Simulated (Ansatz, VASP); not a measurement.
## SnF4 in VASP and in Ansatz

Contents of INCAR:

```
PREC     = Accurate       # precision mode
ENCUT    = 520            # plane-wave cutoff, eV
EDIFF    = 1E-6           # SCF threshold, eV
ISMEAR   = 0              # smearing method
SIGMA    = 0.05           # smearing width, eV
LREAL    = False          # projectors in reciprocal space
LASPH    = True           # aspherical terms in the spheres
NELM     = 100            # most SCF steps
ALGO     = Normal         # electronic algorithm
ISIF     = 2              # what is computed and relaxed
LWAVE    = False          # write WAVECAR
LCHARG   = True           # write CHGCAR
GGA      = CA             # functional
LELF     = True           # ELF
LVHAR    = True         
NBANDS   = 29             # bands
```

The input KPOINTS:

```
regular mesh
0
Gamma
  8 8 8
```

POSCAR

```
SnF4
1.0
   -2.1161250000      2.0250000000      3.9650000000
    2.1161250000     -2.0250000000      3.9650000000
    2.1161250000      2.0250000000     -3.9650000000
Sn F
1 4
Direct
    0.0000000000      0.0000000000      0.0000000000
    0.2370000000      0.2370000000      0.0000000000
    0.7630000000      0.7630000000      0.0000000000
    0.5000000000      0.0000000000      0.5000000000
    0.0000000000      0.5000000000      0.5000000000
```

Input for Ansatz:

```yaml
crystal:
  lattice:
    - [-2.116125, 2.025, 3.965]
    - [2.116125, -2.025, 3.965]
    - [2.116125, 2.025, -3.965]
  atoms:
    - { symbol: Sn, position: [0.0, 0.0, 0.0] }
    - { symbol: F, position: [0.237, 0.237, 0.0] }
    - { symbol: F, position: [0.763, 0.763, 0.0] }
    - { symbol: F, position: [0.5, 0.0, 0.5] }
    - { symbol: F, position: [0.0, 0.5, 0.5] }
basis:
  ecutwfc: 420
kpoints:
  mp_grid: { grid: [8, 8, 8] }
hamiltonian:
  xc: lda
scf:
  occupations: { method: gaussian, width: 0.05 }
output:
  forces: true
  stress: true
  eigenvalues: true
```

Change from the starting cell: strain +0.0450 x Voigt [1, 0, 0, 0, 0, 0], atoms carried along.

Alike in both runs: task single point; functional LDA; k mesh 8 × 8 × 8; occupations gaussian, width 0.05 eV; no spin polarisation.

|  | VASP | Ansatz |
| --- | --- | --- |
| version | VASP 6.6.1 | Ansatz 0.2.0 |
| potentials or method | VASP PAW LDA potentials, release 64 (Sn_d, F), cutoff 520 eV | scalar-relativistic, plane waves, PAW |
| valence electrons in the cell | 42 | 42 |

Ansatz gave:

```
gap on the k mesh at the Fermi level (eV)                     : 3.24
least direct gap on the mesh (eV)                             : 3.45
pressure (GPa)                                                : -4.9
traceless stress, the component that is largest in VASP (GPa) : -6.53
rms of the force components (eV/Å)                            : 0.025
```

What did VASP give for the same quantities?

gap on the k mesh at the Fermi level (eV): 3.23; least direct gap on the mesh (eV): 3.44; pressure (GPa): -4.0; traceless stress, the component that is largest in VASP (GPa): -7.14; rms of the force components (eV/Å): 0.065.

LDA's correlation is that of Perdew and Zunger in VASP and of Perdew and Wang (1992) in Ansatz. Atom by atom the forces differ by 0.090 eV/Å (rms over components).
